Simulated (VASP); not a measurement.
# MgB2 (P6/mmm) in VASP: single point with PBE

Aim: the single point of MgB2 with PBE.

Program: VASP 6.6.1. These are calculated values, not measurements. Logs are shortened: lines on timing, memory, paths and dates and some standing lists are left out, and cuts for length are marked.

## Step 1: The cell of the first run

It takes space group P6/mmm (No. 191, hexagonal). Conventional cell: a = 3.083 Å, b = 3.083 Å, c = 3.521 Å, α = 90.00°, β = 90.00°, γ = 120.00°. Within 3.3 Å of Mg (site symmetry 6/mmm) lie 12 B at 2.50 Å and 6 Mg at 3.08 Å. B (site symmetry -6m2) has 3 B at 1.78 Å within 2.4 Å.

## Step 2: Single point, PBE

Input file INCAR:

```
SYSTEM = MgB2
  PREC = Accurate
  ENCUT = 600
  EDIFF = 1E-6
  ISMEAR = -1
  SIGMA = 0.2
  LREAL = .FALSE.
  LASPH = .TRUE.
  NELM = 120
  ALGO = Normal
  ISIF = 2
  LWAVE = .FALSE.
  LCHARG = .FALSE.
  GGA = PE
  NBANDS = 11
  GGA_COMPAT = .FALSE.
```

Input file KPOINTS:

```
regular mesh
0
G
  4 4 4
  0 0 0
```

Input file POSCAR:

```
MgB2
1.0
    3.0830000000      0.0000000000      0.0000000000
   -1.5415000000      2.6699563199      0.0000000000
    0.0000000000      0.0000000000      3.5210000000
Mg B
1 2
Direct
    0.0000000000      0.0000000000      0.0000000000
    0.3333333333      0.6666666667      0.5000000000
    0.6666666667      0.3333333333      0.5000000000
```

Potentials or basis: VASP PAW PBE potentials, release 64 (Mg, B).

Started as:

```console
> cat potpaw_PBE.64/Mg/POTCAR potpaw_PBE.64/B/POTCAR > POTCAR
> mpirun -np 1 vasp_std > vasp.out
```

OUTCAR:

```text
SYSTEM = MgB2
   PREC = Accurate
   ENCUT = 600
   EDIFF = 1E-6
   ISMEAR = -1
   LREAL = .FALSE.
   LASPH = .TRUE.
   NELM = 120
   ISIF = 2
   GGA = PE

 ion  position               nearest neighbor table
   1  0.000  0.000  0.000-   2 2.50   3 2.50   2 2.50   3 2.50   3 2.50   3 2.50   2 2.50   2 2.50
                             3 2.50   3 2.50   2 2.50   2 2.50
   2  0.333  0.667  0.500-   3 1.78   3 1.78   3 1.78   1 2.50   1 2.50   1 2.50   1 2.50   1 2.50
                             1 2.50
   3  0.667  0.333  0.500-   2 1.78   2 1.78   2 1.78   1 2.50   1 2.50   1 2.50   1 2.50   1 2.50
                             1 2.50

  LATTYP: Found a hexagonal cell.
 ALAT       =     3.0830000000
 C/A-ratio  =     1.1420694129

  Lattice vectors:

 A1 = (   3.0830000000,   0.0000000000,   0.0000000000)
 A2 = (  -1.5415000000,   2.6699563199,   0.0000000000)
 A3 = (   0.0000000000,   0.0000000000,   3.5210000000)

Analysis of symmetry for initial positions (statically):
=====================================================================
 Subroutine PRICEL returns:
 Original cell was already a primitive cell.

 Routine SETGRP: Setting up the symmetry group for a
 hexagonal supercell.

 Subroutine GETGRP returns: Found 24 space group operations
 (whereof 24 operations were pure point group operations)
 out of a pool of 24 trial point group operations.

The static configuration has the point symmetry D_6h.

Analysis of symmetry for dynamics (positions and initial velocities):
=====================================================================
 Subroutine PRICEL returns:
 Original cell was already a primitive cell.

 Routine SETGRP: Setting up the symmetry group for a
 hexagonal supercell.

 Subroutine GETGRP returns: Found 24 space group operations
 (whereof 24 operations were pure point group operations)
 out of a pool of 24 trial point group operations.

The dynamic configuration has the point symmetry D_6h.

 Subroutine INISYM returns: Found 24 space group operations
 (whereof 24 operations are pure point group operations),
 and found     1 'primitive' translations

----------------------------------------------------------------------------------------

                                     Primitive cell

  volume of cell :      28.9830

  direct lattice vectors                    reciprocal lattice vectors
     3.083000000  0.000000000  0.000000000     0.324359390  0.187268981  0.000000000
    -1.541500000  2.669956320  0.000000000     0.000000000  0.374537962  0.000000000
     0.000000000  0.000000000  3.521000000     0.000000000  0.000000000  0.284010224

  length of vectors
     3.083000000  3.083000000  3.521000000     0.374537962  0.374537962  0.284010224

  position of ions in fractional coordinates (direct lattice)
     0.000000000  0.000000000  0.000000000
     0.333333333  0.666666667  0.500000000
     0.666666667  0.333333333  0.500000000

  ion indices of the primitive-cell ions
   primitive index   ion index
                 1           1
                 2           2
                 3           3

----------------------------------------------------------------------------------------

 KPOINTS: regular mesh

Automatic generation of k-mesh.
 Grid dimensions read from file:
 generate k-points for:    4    4    4

 Generating k-lattice:

  Cartesian coordinates                     Fractional coordinates (reciprocal lattice)
     0.081089848  0.046817245  0.000000000     0.250000000  0.000000000  0.000000000
     0.000000000  0.093634491  0.000000000     0.000000000  0.250000000  0.000000000
     0.000000000  0.000000000  0.071002556     0.000000000  0.000000000  0.250000000

  Length of vectors
     0.093634491  0.093634491  0.071002556

  Shift w.r.t. Gamma in fractional coordinates (k-lattice)
     0.000000000  0.000000000  0.000000000

 Subroutine IBZKPT returns following result:
 ===========================================

 Found     12 irreducible k-points:

 Following reciprocal coordinates:
            Coordinates               Weight
  0.000000  0.000000  0.000000      1.000000
  0.250000  0.000000  0.000000      6.000000
  0.500000  0.000000  0.000000      3.000000
  0.250000  0.250000  0.000000      6.000000
  0.000000  0.000000  0.250000      2.000000
  0.250000  0.000000  0.250000     12.000000
  0.500000  0.000000  0.250000      6.000000
  0.250000  0.250000  0.250000     12.000000
  0.000000  0.000000  0.500000      1.000000
  0.250000  0.000000  0.500000      6.000000
  0.500000  0.000000  0.500000      3.000000
  0.250000  0.250000  0.500000      6.000000
   k-points           NKPTS =     12   k-points in BZ     NKDIM =     12   number of bands    NBANDS=     11
   number of dos      NEDOS =    301   number of ions     NIONS =      3
   total plane-waves  NPLWV =  21952
   dimension x,y,z NGX =    28 NGY =   28 NGZ =   28
   dimension x,y,z NGXF=    56 NGYF=   56 NGZF=   56
   ions per type =               1   2
   NGX,Y,Z   is equivalent  to a cutoff of  15.10, 15.10, 13.22 a.u.
   NGXF,Y,Z  is equivalent  to a cutoff of  30.20, 30.20, 26.44 a.u.
 SYSTEM =  MgB2
   PREC   = accura    normal or accurate (medium, high low for compatibility)
   ISTART =      0    job   : 0-new  1-cont  2-samecut
   ICHARG =      2    charge: 1-file 2-atom 10-const
   ISPIN  =      1    spin polarized calculation?
   LNONCOLLINEAR =      F non collinear calculations
   LSORBIT =      F    spin-orbit coupling
   LASPH  =      T    aspherical Exc in radial PAW
   ENCUT  =  600.0 eV  44.10 Ry    6.64 a.u.   6.16  6.16  7.03*2*pi/ulx,y,z
   NELM   =    120;   NELMIN=  2; NELMDL= -5     # of ELM steps
   EDIFF  = 0.1E-05   stopping-criterion for ELM
   LREAL  =      F    real-space projection
   EDIFFG = 0.1E-04   stopping-criterion for IOM
   NSW    =      0    number of steps for IOM
   IBRION =     -1    ionic relax: 0-MD 1-quasi-New 2-CG
   NFREE  =      0    steps in history (QN), initial steepest desc. (CG)
   ISIF   =      2    stress and relaxation
   ISYM   =      2    0-nonsym 1-usesym 2-fastsym
   POTIM  = 0.5000    time-step for ionic-motion
   TEBEG  =    0.0;   TEEND  =   0.0 temperature during run
   PSTRESS=    0.0 pullay stress
   NELECT =       8.0000    total number of electrons
   NUPDOWN=      -1.0000    fix difference up-down
   EMIN   =  10.00;   EMAX   =-10.00  energy-range for DOS
   EFERMI =   0.00;   METHOD = LEGACY
   ISMEAR =    -1;   SIGMA  =   0.20  broadening in eV -4-tet -1-fermi 0-gaus
   EFERMI_NEDOS =   21; number of points for ismear=-14 and -15
   IALGO  =     38    algorithm
   IMIX   =      4    mixing-type and parameters
     AMIX     =   0.40;   BMIX     =  1.00
     AMIX_MAG =   1.60;   BMIX_MAG =  1.00
  volume/ion in A,a.u.               =       9.66        65.20
  Fermi-wavevector in a.u.,A,eV,Ry     =   1.065917  2.014292 15.458669  1.136180
  Thomas-Fermi vector in A             =   2.201485
   LORBIT       =      0    0 simple, 1 ext, 2 COOP (PROOUT), +10 PAW based schemes
   GGA     = PE    functional components
   LHFCALC =     F    Hartree Fock is set to
   AEXX    =    0.0000 exact exchange contribution
   IVDW    =     0    specifies the selected vdW correction
   LEPSILON=     F    determine dielectric tensor
   LRPA    =     F    only Hartree local field effects (RPA)
 non-spin polarized calculation
  energy-cutoff  :      600.00
  volume of cell :       28.98
 maximum number of plane-waves:       986
 NGX is ok and might be reduce to    28
   NGX = 13   NGY = 13   NGZ = 15

 number of electron       8.0000000 magnetization

 Free energy of the ion-electron system (eV)
  ---------------------------------------------------
  ext. energy  EPLUGINS =         0.00000000
  ---------------------------------------------------
  free energy    TOTEN  =       -15.33763669 eV

  energy without entropy =      -15.23198508  energy(sigma->0) =      -15.28481089

 E-fermi :   5.4762     XC(G=0): -10.9202

 val. band max:        5.3050438795   @ k =   0.2500   0.2500   0.0000
 cond. band min:       5.4799296354   @ k =   0.5000   0.0000   0.0000
 fundamental gap:      0.1748857559
 Fermi energy:         5.4761792546

 k-point     1 :       0.0000    0.0000    0.0000
  band No.  band energies     occupation
      1      -7.1704      2.00000
      2       2.3287      2.00000
      3       5.5986      0.70310
      4       5.5986      0.70310
      5       6.9471      0.00128
      6      11.5495      0.00000
      7      11.5495      0.00000
      8      13.3632      0.00000
      9      15.2061      0.00000
     10      17.9281      0.00000
     11      21.4599      0.00000

 k-point     2 :       0.2500    0.0000    0.0000
  band No.  band energies     occupation
      1      -6.0941      2.00000
      2       1.8588      2.00000
      3       3.3706      1.99995
      4       4.0354      1.99851
      5       7.9144      0.00001
      6      10.5947      0.00000
      7      12.0914      0.00000
      8      14.5447      0.00000
      9      15.2315      0.00000
     10      19.2006      0.00000
     11      19.4646      0.00000

 k-point     3 :       0.5000    0.0000    0.0000
  band No.  band energies     occupation
      1      -3.2878      2.00000
      2      -2.5839      2.00000
      3       3.0642      1.99999
      4       5.4799      0.99062
      5       8.3457      0.00000
      6       9.1406      0.00000
      7      10.6216      0.00000
      8      12.3869      0.00000
      9      17.8496      0.00000
     10      18.9368      0.00000
     11      19.3995      0.00000

 k-point     4 :       0.2500    0.2500    0.0000
  band No.  band energies     occupation
      1      -4.0148      2.00000
      2      -0.4519      2.00000
      3       0.6662      2.00000
      4       5.3050      1.40351
      5       8.9813      0.00000
      6       9.9925      0.00000
      7      12.2918      0.00000
      8      13.5819      0.00000
      9      14.9920      0.00000
     10      16.5479      0.00000
     11      17.4440      0.00000

 k-point     5 :       0.0000    0.0000    0.2500
  band No.  band energies     occupation
      1      -6.6676      2.00000
      2      -0.2447      2.00000
      3       5.7770      0.36370
      4       5.7770      0.36370
      5      10.7784      0.00000
      6      11.7038      0.00000
      7      11.7038      0.00000
      8      13.2966      0.00000
      9      15.1586      0.00000
     10      18.4098      0.00000
     11      18.7837      0.00000

 k-point     6 :       0.2500    0.0000    0.2500
  band No.  band energies     occupation
      1      -5.6199      2.00000
      2       0.8799      2.00000
      3       2.1586      2.00000
      4       4.1870      1.99683
      5       9.6809      0.00000
      6      10.8545      0.00000
      7      12.0694      0.00000
      8      15.4089      0.00000
      9      16.3342      0.00000
     10      16.6441      0.00000
     11      17.1998      0.00000

 k-point     7 :       0.5000    0.0000    0.2500
  band No.  band energies     occupation
      1      -2.8872      2.00000
      2      -2.1903      2.00000
      3       3.2031      1.99998
      4       3.3218      1.99996
      5       5.6158      0.66454
      6      10.1642      0.00000
      7      14.0198      0.00000
      8      14.8197      0.00000
      9      15.5567      0.00000
     10      17.0194      0.00000
     11      20.6568      0.00000

 k-point     8 :       0.2500    0.2500    0.2500
  band No.  band energies     occupation
      1      -3.5934      2.00000
      2      -0.1091      2.00000
      3       0.9323      2.00000
      4       2.9990      1.99999
      5       6.7003      0.00439
      6      11.4611      0.00000
      7      13.3177      0.00000
      8      14.6458      0.00000
      9      14.9090      0.00000
     10      17.6455      0.00000
     11      20.5785      0.00000

 k-point     9 :       0.0000    0.0000    0.5000
  band No.  band energies     occupation
      1      -5.9091      2.00000
      2      -2.1402      2.00000
      3       5.9706      0.15571
      4       5.9706      0.15571
      5      11.8752      0.00000
      6      11.8752      0.00000
      7      13.2294      0.00000
      8      15.1161      0.00000
      9      15.2592      0.00000
     10      17.3282      0.00000
     11      17.3282      0.00000

 k-point    10 :       0.2500    0.0000    0.5000
  band No.  band energies     occupation
      1      -4.9270      2.00000
      2      -0.9211      2.00000
      3       2.5036      2.00000
      4       4.3507      1.99283
      5       8.4868      0.00000
      6      11.4645      0.00000
      7      15.2033      0.00000
      8      15.3244      0.00000
      9      15.6621      0.00000
     10      16.6115      0.00000
     11      17.4373      0.00000

 k-point    11 :       0.5000    0.0000    0.5000
  band No.  band energies     occupation
      1      -2.3211      2.00000
      2      -1.6837      2.00000
      3       1.7226      2.00000
      4       3.3524      1.99995
      5       3.9937      1.99879
      6      10.9529      0.00000
      7      14.0532      0.00000
      8      14.2056      0.00000
      9      18.3262      0.00000
     10      20.8789      0.00000
     11      20.9030      0.00000

 k-point    12 :       0.2500    0.2500    0.5000
  band No.  band energies     occupation
      1      -3.0067      2.00000
      2       0.3401      2.00000
      3       1.2557      2.00000
      4       1.3260      2.00000
      5       5.2104      1.58134
      6      10.0057      0.00000
      7      14.6760      0.00000
      8      15.6477      0.00000
      9      18.0556      0.00000
     10      19.4673      0.00000
     11      20.4470      0.00000

------------------------ aborting loop because EDIFF is reached ----------------------------------------

  FORCE on cell =-STRESS in cart. coord.  units (eV):
  Direction    XX          YY          ZZ          XY          YZ          ZX
  --------------------------------------------------------------------------------------
  -------------------------------------------------------------------------------------
  Total       -0.4043849     -0.4043849      0.0628479      0.0000000     -0.0000000     -0.0000000
  in kB      -22.3543365    -22.3543365      3.4742219      0.0000000     -0.0000000     -0.0000000
  external PRESSURE =     -13.7448170 kB  Pullay stress =       0.0000000 kB

 VOLUME and BASIS-vectors are now :
 -----------------------------------------------------------------------------
  energy-cutoff  :      600.00
  volume of cell :       28.98
      direct lattice vectors                 reciprocal lattice vectors
     3.083000000  0.000000000  0.000000000     0.324359390  0.187268981  0.000000000
    -1.541500000  2.669956320  0.000000000     0.000000000  0.374537962  0.000000000
     0.000000000  0.000000000  3.521000000     0.000000000  0.000000000  0.284010224

 POSITION                                       TOTAL-FORCE (eV/Angst)
 -----------------------------------------------------------------------------------
      0.00000      0.00000      0.00000        -0.000000      0.000000     -0.000000
     -0.00000      1.77997      1.76050        -0.000000      0.000000      0.000000
      1.54150      0.88999      1.76050         0.000000     -0.000000     -0.000000
 -----------------------------------------------------------------------------------
    total drift:                                0.000000      0.000000     -0.000000

  FREE ENERGIE OF THE ION-ELECTRON SYSTEM (eV)
  ---------------------------------------------------
  free  energy   TOTEN  =       -15.3376366942 eV

  energy  without entropy=      -15.2319850823  energy(sigma->0) =      -15.28481089
```

Run time: 6.9 s. Hardware: 1 thread of Intel Xeon 6975P-C, shared host; peak memory 0.15 GiB.

Results:

* Free energy: -15.3376 eV
* Pressure: -1.4 GPa
* Band gap on the k mesh: zero (band 4 reaches 5.97 eV, above the bottom of band 5 at 3.99 eV)

Caveat: the k points lie up to 0.59 Å⁻¹ apart.
